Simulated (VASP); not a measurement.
Here is a VASP 6.6.1 calculation.

The input INCAR:

```
SYSTEM = Pr2SbSe2
ALGO = Normal ; EDIFF = 1E-6
ENCUT = 500 ; GGA = PE
GGA_COMPAT = .False. ; ISIF = 2
ISMEAR = 0 ; LASPH = .True.
LCHARG = .False. ; LMAXMIX = 6
LREAL = .False. ; LWAVE = .False.
NBANDS = 28 ; NELM = 200
PREC = Accurate ; SIGMA = 0.1
```

The input KPOINTS:

```
k-points
0
Gamma
  4 4 4
  0 0 0
```

Contents of POSCAR:

```
Pr2SbSe2
1.0
    4.5487502200      0.0000000000      0.0000000000
    0.0000000000      4.5487502200      0.0000000000
    0.0000000000      0.0000000000      7.2574802800
Pr Sb Se
2 1 2
Direct
    0.5000000000      0.5000000000      0.0000000000
    0.0000000000      0.0000000000      0.5000000000
    0.5000000000      0.5000000000      0.5000000000
    0.0000000000      0.5000000000      0.0000000000
    0.5000000000      0.0000000000      0.0000000000
```

Potentials or basis: VASP PAW PBE potentials, release 64 (Pr_3, Sb, Se), 4f in core.

The run is started by

```console
$ cat potpaw_PBE.64/Pr_3/POTCAR potpaw_PBE.64/Sb/POTCAR potpaw_PBE.64/Se/POTCAR > POTCAR
$ mpirun -np 1 vasp_std > vasp.out
```

(1) Predict the pressure.

(2) Estimate the band gap on the k mesh.

Answers

(1) 29.9 GPa.

(2) zero (an odd number of electrons rules out a gap without spin polarisation).

Caveat: the cell stands under pressure; spin-orbit coupling is left out, which moves the levels of the heavy elements; the 4f electrons are frozen in the core, so they carry no moment and show no levels; the run has no spin polarisation, though such a crystal can be magnetic.
